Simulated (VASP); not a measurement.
Ga3SbAs2: single point with PBE

Crystal: Ga3SbAs2.

```
Ga Sb As
1.0
    -2.09628    2.09628    8.83380
     2.09628   -2.09628    8.83380
     2.09628    2.09628   -8.83380
Ga Sb As
3 1 2
Direct
  0.84103 0.84103 0.00000
  0.50000 0.50000 0.00000
  0.15897 0.15897 0.00000
  0.75000 0.25000 0.50000
  0.42039 0.92039 0.50000
  0.07961 0.57961 0.50000
```

```yaml
Program: VASP 6.6.1
Task: single point
Functional: PBE
Potentials_or_basis: VASP PAW PBE potentials, release 64 (Ga_d, Sb, As)
Cutoff: 520 eV
k_mesh: 6 × 6 × 6
Occupations: gaussian, width 0.1 eV
Spin: no spin polarisation
Dipole_correction: no
Further_INCAR_settings: ALGO = Normal; EDIFF = 1e-06; NBANDS = 36
```

```yaml
Pressure: -0.1 GPa
Largest_force: 0.033 eV/Å
Band_gap_on_the_k_mesh: zero (filled and empty bands touch)
```

Forces on the atoms (eV/Å):
```
Ga   0.000  0.000  0.011
Ga   0.000  0.000  0.000
Ga   0.000  0.000 -0.011
Sb   0.000  0.000  0.000
As   0.000  0.000  0.033
As   0.000  0.000 -0.033
```

Stress tensor (GPa, compression positive):
```
-0.18  0.00  0.00
 0.00 -0.18  0.00
 0.00  0.00 -0.05
```

Levels at points of the mesh, in eV from the Fermi level:
| k point | band 24 | band 25 | band 26 | band 27 | band 28 | band 29 | band 30 | band 31 |
| --- | --- | --- | --- | --- | --- | --- | --- | --- |
| (0.00, 0.00, 0.00) | -1.98 | -0.27 | -0.10 | -0.02 | -0.02 | 1.19 | 1.31 | 2.16 |
| (0.50, 0.00, 0.00) | -1.55 | -1.53 | -1.15 | -0.60 | 0.46 | 1.66 | 2.28 | 3.95 |
| (0.50, 0.50, 0.00) | -3.03 | -3.01 | -2.54 | -2.50 | 1.32 | 1.39 | 2.80 | 3.01 |
| (0.50, 0.50, 0.50) | -1.33 | -1.33 | -0.69 | -0.69 | 1.18 | 1.31 | 1.75 | 2.25 |

It took 5.3 min on 1 thread of Intel(R) Xeon(R) 6975P-C (Granite Rapids), with other jobs on the host, peak memory 0.74 GiB.

Caveat: spin-orbit coupling is left out, which moves the levels of the heavy elements.
